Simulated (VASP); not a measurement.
A run of VASP 6.6.1:

INCAR

```
SYSTEM = Cr
PREC = Accurate ; ENCUT = 520
EDIFF = 1E-7 ; ISMEAR = -1
SIGMA = 0.05 ; LREAL = .False.
LASPH = .True. ; NELM = 150
ALGO = Normal ; ISIF = 2
LWAVE = .False. ; LCHARG = .False.
ISPIN = 2 ; MAGMOM = 1.5 -1.5
LORBIT = 11 ; LMAXMIX = 4
GGA = PE ; NBANDS = 23
```

The input KPOINTS:

```
regular mesh
0
Gamma
  16 16 8
  0 0 0
```

POSCAR

```
Cr
1.0
    2.5503340852      0.0000000000      0.0000000000
   -1.2751670426      2.2086541059      0.0000000000
    0.0000000000      0.0000000000      4.5697189933
Cr
2
Direct
    0.3333333333      0.6666666667      0.2500000000
    0.6666666667      0.3333333333      0.7500000000
```

Potentials or basis: VASP PAW PBE potentials, release 64 (Cr_pv).

Command:

```sh
$ cat potpaw_PBE.64/Cr_pv/POTCAR > POTCAR
$ mpirun -np 1 vasp_std > vasp.out
```

Hardware: 1 thread of Intel Xeon 8259CL (shared host).

How long does it take, and how much memory?

Run time: 4.5 min on 1 thread of Intel Xeon 8259CL (shared host), peak memory 0.24 GiB. Counts: scf iterations 17, k points 150.
